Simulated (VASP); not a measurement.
# ZrS (I4/mmm) in VASP: further runs

ZrS is run at these levels: PBEsol; tasks: single point.

Program: VASP 6.6.1. These are calculated values, not measurements. Logs are shortened: lines on timing, memory, paths and dates and some standing lists are left out, and cuts for length are marked.

## 1. The cell of the first run

It takes space group I4/mmm (No. 139, tetragonal). Conventional cell: a = 3.564 Å, b = 3.564 Å, c = 5.670 Å, α = 90.00°, β = 90.00°, γ = 90.00°. Zr (site symmetry 4/mmm) has 6 S at 2.52 to 2.83 Å within 3.3 Å. S (site symmetry 4/mmm) has 6 Zr at 2.52 to 2.83 Å within 3.3 Å.

## 2. Single point, PBEsol (strain -0.040 along x and y, +0.080 along z)

Contents of INCAR:

```
PREC     = Accurate       # precision mode
ENCUT    = 520            # plane-wave cutoff, eV
EDIFF    = 1E-7           # SCF threshold, eV
ISMEAR   = 0              # smearing method
SIGMA    = 0.15           # smearing width, eV
LREAL    = False          # projectors in reciprocal space
LASPH    = True           # aspherical terms in the spheres
NELM     = 60             # most SCF steps
ALGO     = Normal         # electronic algorithm
ISIF     = 2              # what is computed and relaxed
LWAVE    = False          # write WAVECAR
LCHARG   = False          # write CHGCAR
GGA      = PS             # functional
NBANDS   = 16             # bands
```

Contents of KPOINTS:

```
regular mesh
0
Gamma
  16 16 16
```

Contents of POSCAR:

```
ZrS
1.0
    0.0000000000      2.5200000000      2.8350000000
    2.5200000000      0.0000000000      2.8350000000
    2.5200000000      2.5200000000      0.0000000000
Zr S
1 1
Direct
    0.0000000000      0.0000000000      0.0000000000
    0.5000000000      0.5000000000      0.5000000000
```

Potentials or basis: VASP PAW PBE potentials, release 64 (Zr_sv, S).

Run with:

```console
cat potpaw_PBE.64/Zr_sv/POTCAR potpaw_PBE.64/S/POTCAR > POTCAR
mpirun -np 1 vasp_std > vasp.out
```

OUTCAR:

```text
PREC = Accurate
   ENCUT = 520
   EDIFF = 1E-7
   ISMEAR = 0
   LREAL = False
   LASPH = True
   NELM = 60
   ISIF = 2
   GGA = PS

 ion  position               nearest neighbor table
   1  0.000  0.000  0.000-   2 2.52   2 2.52   2 2.52   2 2.52   2 2.83   2 2.83
   2  0.500  0.500  0.500-   1 2.52   1 2.52   1 2.52   1 2.52   1 2.83   1 2.83

  LATTYP: Found a body centered tetragonal cell.
 ALAT       =     3.5638181772
 C/A-ratio  =     1.5909902577

  Lattice vectors:

 A1 = (  -2.5200000000,   0.0000000000,   2.8350000000)
 A2 = (   2.5200000000,   0.0000000000,   2.8350000000)
 A3 = (   0.0000000000,   2.5200000000,  -2.8350000000)

Analysis of symmetry for initial positions (statically):
=====================================================================
 Subroutine PRICEL returns:
 Original cell was already a primitive cell.

 Routine SETGRP: Setting up the symmetry group for a
 body centered tetragonal supercell.

 Subroutine GETGRP returns: Found 16 space group operations
 (whereof 16 operations were pure point group operations)
 out of a pool of 16 trial point group operations.

The static configuration has the point symmetry D_4h.

Analysis of symmetry for dynamics (positions and initial velocities):
=====================================================================
 Subroutine PRICEL returns:
 Original cell was already a primitive cell.

 Routine SETGRP: Setting up the symmetry group for a
 body centered tetragonal supercell.

 Subroutine GETGRP returns: Found 16 space group operations
 (whereof 16 operations were pure point group operations)
 out of a pool of 16 trial point group operations.

The dynamic configuration has the point symmetry D_4h.

 Subroutine INISYM returns: Found 16 space group operations
 (whereof 16 operations are pure point group operations),
 and found     1 'primitive' translations

----------------------------------------------------------------------------------------

                                     Primitive cell

  volume of cell :      36.0068

  direct lattice vectors                    reciprocal lattice vectors
     0.000000000  2.520000000  2.835000000    -0.198412698  0.198412698  0.176366843
     2.520000000  0.000000000  2.835000000     0.198412698 -0.198412698  0.176366843
     2.520000000  2.520000000  0.000000000     0.198412698  0.198412698 -0.176366843

  length of vectors
     3.793102292  3.793102292  3.563818177     0.331421878  0.331421878  0.331421878

  position of ions in fractional coordinates (direct lattice)
     0.000000000  0.000000000  0.000000000
     0.500000000  0.500000000  0.500000000

  ion indices of the primitive-cell ions
   primitive index   ion index
                 1           1
                 2           2

----------------------------------------------------------------------------------------

 KPOINTS: regular mesh

Automatic generation of k-mesh.
 Grid dimensions read from file:
 generate k-points for:   16   16   16

 Generating k-lattice:

  Cartesian coordinates                     Fractional coordinates (reciprocal lattice)
    -0.012400794  0.012400794  0.011022928     0.062500000  0.000000000  0.000000000
     0.012400794 -0.012400794  0.011022928     0.000000000  0.062500000  0.000000000
     0.012400794  0.012400794 -0.011022928     0.000000000  0.000000000  0.062500000

  Length of vectors
     0.020713867  0.020713867  0.020713867

  Shift w.r.t. Gamma in fractional coordinates (k-lattice)
     0.000000000  0.000000000  0.000000000

 Subroutine IBZKPT returns following result:
 ===========================================

 Found    349 irreducible k-points:

 Following reciprocal coordinates:
            Coordinates               Weight
  0.000000  0.000000  0.000000      1.000000
  0.062500 -0.000000  0.000000      8.000000
  0.125000 -0.000000  0.000000      8.000000
  0.187500  0.000000  0.000000      8.000000
  0.250000 -0.000000  0.000000      8.000000
  0.312500 -0.000000  0.000000      8.000000
[... 16 lines left out ...]
 -0.125000  0.062500  0.000000      8.000000
 -0.062500  0.062500  0.000000      4.000000
 [... further k-points ...]
   k-points           NKPTS =    349   k-points in BZ     NKDIM =    349   number of bands    NBANDS=     16
   number of dos      NEDOS =    301   number of ions     NIONS =      2
   total plane-waves  NPLWV =  21952
   dimension x,y,z NGX =    28 NGY =   28 NGZ =   28
   dimension x,y,z NGXF=    56 NGYF=   56 NGZF=   56
   ions per type =               1   1
   NGX,Y,Z   is equivalent  to a cutoff of  12.27, 12.27, 13.06 a.u.
   NGXF,Y,Z  is equivalent  to a cutoff of  24.54, 24.54, 26.12 a.u.
 SYSTEM =  unknown system
   PREC   = accura    normal or accurate (medium, high low for compatibility)
   ISTART =      0    job   : 0-new  1-cont  2-samecut
   ICHARG =      2    charge: 1-file 2-atom 10-const
   ISPIN  =      1    spin polarized calculation?
   LNONCOLLINEAR =      F non collinear calculations
   LSORBIT =      F    spin-orbit coupling
   LASPH  =      T    aspherical Exc in radial PAW
   ENCUT  =  520.0 eV  38.22 Ry    6.18 a.u.   7.05  7.05  6.63*2*pi/ulx,y,z
   NELM   =     60;   NELMIN=  2; NELMDL= -5     # of ELM steps
   EDIFF  = 0.1E-06   stopping-criterion for ELM
   LREAL  =      F    real-space projection
   EDIFFG = 0.1E-05   stopping-criterion for IOM
   NSW    =      0    number of steps for IOM
   IBRION =     -1    ionic relax: 0-MD 1-quasi-New 2-CG
   NFREE  =      0    steps in history (QN), initial steepest desc. (CG)
   ISIF   =      2    stress and relaxation
   ISYM   =      2    0-nonsym 1-usesym 2-fastsym
   POTIM  = 0.5000    time-step for ionic-motion
   TEBEG  =    0.0;   TEEND  =   0.0 temperature during run
   PSTRESS=    0.0 pullay stress
   NELECT =      18.0000    total number of electrons
   NUPDOWN=      -1.0000    fix difference up-down
   EMIN   =  10.00;   EMAX   =-10.00  energy-range for DOS
   EFERMI =   0.00;   METHOD = LEGACY
   ISMEAR =     0;   SIGMA  =   0.15  broadening in eV -4-tet -1-fermi 0-gaus
   EFERMI_NEDOS =   21; number of points for ismear=-14 and -15
   IALGO  =     38    algorithm
   IMIX   =      4    mixing-type and parameters
     AMIX     =   0.40;   BMIX     =  1.00
     AMIX_MAG =   1.60;   BMIX_MAG =  1.00
  volume/ion in A,a.u.               =      18.00       121.49
  Fermi-wavevector in a.u.,A,eV,Ry     =   1.299285  2.455292 22.968545  1.688140
  Thomas-Fermi vector in A             =   2.430558
   LORBIT       =      0    0 simple, 1 ext, 2 COOP (PROOUT), +10 PAW based schemes
   GGA     = PS    functional components
   LHFCALC =     F    Hartree Fock is set to
   AEXX    =    0.0000 exact exchange contribution
   IVDW    =     0    specifies the selected vdW correction
   LEPSILON=     F    determine dielectric tensor
   LRPA    =     F    only Hartree local field effects (RPA)
 non-spin polarized calculation
 Gauss-broadening in eV      SIGMA  =   0.15
  energy-cutoff  :      520.00
  volume of cell :       36.01
 maximum number of plane-waves:      1006
   NGX = 15   NGY = 15   NGZ = 13

 number of electron      17.9999999 magnetization

 Free energy of the ion-electron system (eV)
  ---------------------------------------------------
  ext. energy  EPLUGINS =         0.00000000
  ---------------------------------------------------
  free energy    TOTEN  =       -16.27983034 eV

  energy without entropy =      -16.26370376  energy(sigma->0) =      -16.27176705

 E-fermi :  10.5914     XC(G=0): -11.4612

 val. band max:       10.5892218721   @ k =   0.3125   0.1250   0.0625
 cond. band min:      10.5959671920   @ k =  -0.1875   0.2500   0.0625
 fundamental gap:      0.0067453199
 Fermi energy:        10.5913916858

 k-point     1 :       0.0000    0.0000    0.0000
  band No.  band energies     occupation
      1     -39.1967      2.00000
      2     -17.2251      2.00000
      3     -17.2251      2.00000
      4     -17.1734      2.00000
      5      -5.2361      2.00000
      6       6.9734      2.00000
[... 8 lines left out ...]
     15      17.8824      0.00000
     16      22.7078      0.00000

 k-point     2 :       0.0625   -0.0000    0.0000
  band No.  band energies     occupation
      1     -39.1956      2.00000
      2     -17.2390      2.00000
      3     -17.2250      2.00000
      4     -17.1771      2.00000
      5      -5.1829      2.00000
      6       6.7260      2.00000
[... 8 lines left out ...]
     15      18.0506      0.00000
     16      22.2371      0.00000

 k-point     3 :       0.1250   -0.0000    0.0000
  band No.  band energies     occupation
      1     -39.1925      2.00000
      2     -17.2805      2.00000
      3     -17.2249      2.00000
      4     -17.1855      2.00000
      5      -5.0287      2.00000
      6       6.0735      2.00000
[... 8 lines left out ...]
     15      18.4671      0.00000
     16      21.3166      0.00000

 k-point     4 :       0.1875    0.0000    0.0000
  band No.  band energies     occupation
      1     -39.1878      2.00000
      2     -17.3437      2.00000
      3     -17.2247      2.00000
      4     -17.1959      2.00000
      5      -4.7890      2.00000
      6       5.2506      2.00000
[... 8 lines left out ...]
     15      18.7042      0.00000
     16      20.6920      0.00000
[... 324 lines left out ...]
 k-point    22 :      -0.1875    0.0625    0.0000
  band No.  band energies     occupation
      1     -39.1843      2.00000
      2     -17.3996      2.00000
      3     -17.2188      2.00000
      4     -17.1997      2.00000
      5      -4.5904      2.00000
      6       4.7363      2.00000
[... 8 lines left out ...]
     15      18.5430      0.00000
     16      20.6534      0.00000

 k-point    23 :      -0.1250    0.0625    0.0000
  band No.  band energies     occupation
      1     -39.1894      2.00000
      2     -17.3306      2.00000
      3     -17.2202      2.00000
      4     -17.1879      2.00000
      5      -4.8644      2.00000
      6       5.5274      2.00000
[... 8 lines left out ...]
     15      18.6611      0.00000
     16      21.1696      0.00000

 k-point    24 :      -0.0625    0.0625    0.0000
  band No.  band energies     occupation
      1     -39.1934      2.00000
      2     -17.2746      2.00000
      3     -17.2223      2.00000
      4     -17.1793      2.00000
      5      -5.0691      2.00000
      6       6.2814      2.00000
[... 8 lines left out ...]
     15      18.3282      0.00000
     16      21.6707      0.00000

 [... further k-points ...]

------------------------ aborting loop because EDIFF is reached ----------------------------------------

  FORCE on cell =-STRESS in cart. coord.  units (eV):
  Direction    XX          YY          ZZ          XY          YZ          ZX
  --------------------------------------------------------------------------------------
  -------------------------------------------------------------------------------------
  Total        1.4326385      1.4326385     -3.5870808      0.0000000      0.0000000      0.0000000
  in kB       63.7474856     63.7474856   -159.6127569      0.0000000      0.0000000      0.0000000
  external PRESSURE =     -10.7059285 kB  Pullay stress =       0.0000000 kB

 VOLUME and BASIS-vectors are now :
 -----------------------------------------------------------------------------
  energy-cutoff  :      520.00
  volume of cell :       36.01
      direct lattice vectors                 reciprocal lattice vectors
     0.000000000  2.520000000  2.835000000    -0.198412698  0.198412698  0.176366843
     2.520000000  0.000000000  2.835000000     0.198412698 -0.198412698  0.176366843
     2.520000000  2.520000000  0.000000000     0.198412698  0.198412698 -0.176366843

 POSITION                                       TOTAL-FORCE (eV/Angst)
 -----------------------------------------------------------------------------------
      0.00000      0.00000      0.00000         0.000000      0.000000      0.000000
      2.52000      2.52000      2.83500         0.000000      0.000000     -0.000000
 -----------------------------------------------------------------------------------
    total drift:                                0.000000      0.000000      0.000000

  FREE ENERGIE OF THE ION-ELECTRON SYSTEM (eV)
  ---------------------------------------------------
  free  energy   TOTEN  =       -16.2798303434 eV

  energy  without entropy=      -16.2637037601  energy(sigma->0) =      -16.27176705
```

It took 85 s on 1 thread of AMD EPYC 9R45 (Zen 5), shared host; peak memory 0.28 GiB.

What came out:

```
Free energy            : -16.2798 eV
Pressure               : -1.1 GPa
Band gap on the k mesh : zero (bands 9 and 10 overlap by 2.75 eV)
```

Caveat: the cell differs from its parent crystal (strain -0.040 along x and y, +0.080 along z); the PAW data sets were made with another functional, which shifts forces and pressure a little.

## 3. Single point, PBEsol (strain +0.040 along x and y, -0.080 along z)

Contents of INCAR:

```
SYSTEM = ZrS
PREC     = Accurate       ! precision mode
ENCUT    = 520            ! plane-wave cutoff, eV
EDIFF    = 1E-6           ! SCF threshold, eV
ISMEAR   = 0              ! smearing method
SIGMA    = 0.15           ! smearing width, eV
LREAL    = .False.        ! projectors in reciprocal space
LASPH    = .True.         ! aspherical terms in the spheres
NELM     = 100            ! most SCF steps
ALGO     = Normal         ! electronic algorithm
ISIF     = 2              ! what is computed and relaxed
LWAVE    = .False.        ! write WAVECAR
LCHARG   = .False.        ! write CHGCAR
GGA      = PS             ! functional
NBANDS   = 16             ! bands
```

Contents of KPOINTS:

```
Automatic mesh
0
Gamma
  16 16 16
  0 0 0
```

Contents of POSCAR:

```
ZrS
1.0
    0.0000000000      2.7300000000      2.4150000000
    2.7300000000      0.0000000000      2.4150000000
    2.7300000000      2.7300000000      0.0000000000
Zr S
1 1
Direct
    0.0000000000      0.0000000000      0.0000000000
    0.5000000000      0.5000000000      0.5000000000
```

Potentials or basis: VASP PAW PBE potentials, release 64 (Zr_sv, S).

Run with:

```console
cat potpaw_PBE.64/Zr_sv/POTCAR potpaw_PBE.64/S/POTCAR > POTCAR
mpirun -np 1 vasp_std > vasp.out
```

Wall time 72 s (1 thread of AMD EPYC 9R45 (Zen 5), shared host); peak memory 0.28 GiB.

The run converged. Its results:

```yaml
Free_energy: -16.1594 eV
Pressure: 0.3 GPa
Band_gap_on_the_k_mesh: zero (bands 9 and 10 overlap by 2.98 eV)
```

Stress tensor (GPa, compression positive):
```
-12.90   0.00   0.00
  0.00 -12.90   0.00
  0.00   0.00  26.76
```

Levels at points of the mesh, in eV from the Fermi level:
```csv
k point,band 6,band 7,band 8,band 9,band 10,band 11,band 12,band 13
"(0.00, 0.00, 0.00)",-3.55,-3.55,-3.11,-1.68,-1.68,-1.07,-0.90,-0.44
"(0.50, 0.00, 0.00)",-8.00,-6.07,-5.96,1.30,1.86,1.92,2.14,4.85
"(0.50, 0.50, 0.00)",-5.50,-4.75,-4.75,-3.39,1.01,2.21,2.21,2.96
"(0.50, 0.00, 0.50)",-6.42,-4.23,-3.99,-3.40,0.17,2.10,2.60,2.99
```

Caveat: the cell differs from its parent crystal (strain +0.040 along x and y, -0.080 along z); the PAW data sets were made with another functional, which shifts forces and pressure a little.

## 4. Single point, PBEsol (strain +0.040 along x and y, -0.040 along z)

Contents of INCAR:

```
SYSTEM = ZrS
PREC = Accurate
ENCUT = 520
EDIFF = 1E-6
ISMEAR = 0
SIGMA = 0.15
LREAL = .False.
LASPH = .True.
NELM = 60
ALGO = Normal
ISIF = 2
LWAVE = .False.
LCHARG = .False.
GGA = PS
NBANDS = 16
```

KPOINTS is that of step 3.

Contents of POSCAR:

```
ZrS
1.0
    0.0000000000      2.7300000000      2.5200000000
    2.7300000000      0.0000000000      2.5200000000
    2.7300000000      2.7300000000      0.0000000000
Zr S
1 1
Direct
    0.0000000000      0.0000000000      0.0000000000
    0.5000000000      0.5000000000      0.5000000000
```

Run with:

```console
cat potpaw_PBE.64/Zr_sv/POTCAR potpaw_PBE.64/S/POTCAR > POTCAR
mpirun -np 1 vasp_std > vasp.out
```

Wall time 88 s (1 thread of AMD EPYC 9R45 (Zen 5), shared host); peak memory 0.29 GiB.

Results (log left out):

```
Free energy            : -16.3040 eV
Pressure               : -8.1 GPa
Band gap on the k mesh : zero (bands 9 and 10 overlap by 2.75 eV)
```

Stress tensor (GPa, compression positive):
```
-14.34   0.00   0.00
  0.00 -14.34   0.00
  0.00   0.00   4.35
```

Levels at points of the mesh, in eV from the Fermi level:
```tsv
k point	band 5	band 6	band 7	band 8	band 9	band 10	band 11	band 12	band 13	band 14
(0.00, 0.00, 0.00)	-15.63	-3.52	-3.52	-3.33	-1.50	-1.50	-0.80	-0.78	-0.72	1.94
(0.50, 0.00, 0.00)	-14.16	-7.82	-5.87	-5.79	1.25	1.61	1.79	1.83	4.73	5.30
(0.50, 0.50, 0.00)	-14.78	-5.79	-4.63	-4.63	-3.23	0.77	2.15	2.15	2.65	3.14
(0.50, 0.00, 0.50)	-14.86	-6.29	-4.28	-4.23	-3.26	0.31	2.03	2.41	2.70	3.15
```

Caveat: the cell differs from its parent crystal (strain +0.040 along x and y, -0.040 along z); the cell stands under tension; the PAW data sets were made with another functional, which shifts forces and pressure a little.

## 5. Single point, PBEsol (strain +0.080 along x and y, -0.080 along z)

Contents of INCAR:

```
SYSTEM = ZrS
ALGO = Normal
EDIFF = 1E-6
ENCUT = 520
GGA = PS
ISIF = 2
ISMEAR = 0
LASPH = .TRUE.
LCHARG = .FALSE.
LREAL = .FALSE.
LWAVE = .FALSE.
NBANDS = 16
NELM = 60
PREC = Accurate
SIGMA = 0.15
```

Contents of KPOINTS:

```
k-points
0
G
  16 16 16
  0 0 0
```

Contents of POSCAR:

```
ZrS
1.0
    0.0000000000      2.8350000000      2.4150000000
    2.8350000000      0.0000000000      2.4150000000
    2.8350000000      2.8350000000      0.0000000000
Zr S
1 1
Direct
    0.0000000000      0.0000000000      0.0000000000
    0.5000000000      0.5000000000      0.5000000000
```

Run with:

```console
cat potpaw_PBE.64/Zr_sv/POTCAR potpaw_PBE.64/S/POTCAR > POTCAR
mpirun -np 1 vasp_std > vasp.out
```

It took 85 s on 1 thread of AMD EPYC 9R45 (Zen 5), shared host; peak memory 0.29 GiB.

The run converged. Its results:

```
Free energy            : -15.8865 eV
Pressure               : -4.8 GPa
Band gap on the k mesh : zero (bands 9 and 10 overlap by 2.79 eV)
```

Stress tensor (GPa, compression positive):
```
-17.50   0.00   0.00
  0.00 -17.50   0.00
  0.00   0.00  20.62
```

Levels at points of the mesh, in eV from the Fermi level:
```csv
k point,band 6,band 7,band 8,band 9,band 10,band 11,band 12,band 13
"(0.00, 0.00, 0.00)",-3.49,-3.49,-3.05,-1.55,-1.55,-1.30,-0.85,-0.09
"(0.50, 0.00, 0.00)",-7.63,-5.85,-5.68,1.11,1.77,1.88,2.07,4.12
"(0.50, 0.50, 0.00)",-5.20,-4.73,-4.73,-3.02,1.09,1.88,1.88,2.72
"(0.50, 0.00, 0.50)",-6.25,-4.05,-3.87,-3.02,0.00,1.80,2.27,2.70
```

Caveat: the cell differs from its parent crystal (strain +0.080 along x and y, -0.080 along z); the cell stands under tension; the PAW data sets were made with another functional, which shifts forces and pressure a little.

## 6. Summary

| cell | gap on the mesh (eV) | pressure (GPa) |
| --- | --- | --- |
| a = 3.793, b = 3.793, c = 3.564 Å, angles 62.0, 62.0, 56.0°, 2 atoms | none | -1.1 |
| a = 3.645, b = 3.645, c = 3.861 Å, angles 58.0, 58.0, 64.0°, 2 atoms | none | 0.3 |
| a = 3.715, b = 3.715, c = 3.861 Å, angles 58.7, 58.7, 62.6°, 2 atoms | none | -8.1 |
| a = 3.724, b = 3.724, c = 4.009 Å, angles 57.4, 57.4, 65.1°, 2 atoms | none | -4.8 |

Alike in all rows: task single point; level PBEsol; potentials or basis VASP PAW PBE potentials, release 64 (Zr_sv, S); no spin polarisation; k mesh 16 × 16 × 16; cutoff (eV) 520; smearing gaussian 0.15 eV.

Caveats: the PAW data sets were made with another functional, which shifts forces and pressure a little; the cell stands under tension (at least some runs).

Total energies depend on the potentials used, so only differences within one code and one set of settings carry meaning.
